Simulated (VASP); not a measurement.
NaH, 2 atoms in the cell. It takes space group P4mm (No. 99, tetragonal). Conventional cell: a = 2.955 Å, b = 2.955 Å, c = 2.955 Å, α = 90.00°, β = 90.00°, γ = 90.00°. Na (site symmetry 4mm) has 8 H at 2.46 to 2.67 Å and 6 Na at 2.96 Å within 3.2 Å. Within 3.2 Å of H (site symmetry 4mm) lie 8 Na at 2.46 to 2.67 Å and 6 H at 2.96 Å.  This cell differs from its parent crystal: all Na atoms moved +0.188 Å, as atom 1 towards its neighbour atom 1 (Na) at 2.955 Å.

| Property | Result |
| --- | --- |
| Program | VASP 6.6.1 |
| Task | single point |
| Functional | PBEsol |
| Potentials or basis | VASP PAW PBE potentials, release 64 (Na_pv, H) |
| Cutoff | 500 eV |
| k mesh | 10 × 10 × 10 |
| Occupations | gaussian, width 0.05 eV |
| Spin | no spin polarisation |
| Dipole correction | no |
| Further INCAR settings | ALGO = Normal; EDIFF = 1e-06; NBANDS = 11 |

Potentials or basis: VASP PAW PBE potentials, release 64 (Na_pv, H).

Run with:

```sh
$ cat potpaw_PBE.64/Na_pv/POTCAR potpaw_PBE.64/H/POTCAR > POTCAR
$ mpirun -np 1 vasp_std > vasp.out
```

Hardware: 1 thread of AMD EPYC 7R13, on a shared host.

Task: Estimate the wall time of this run.

Result: It took 47 s on 1 thread of AMD EPYC 7R13 (shared host), peak memory 0.12 GiB. Counts: scf iterations 11, k points 126.
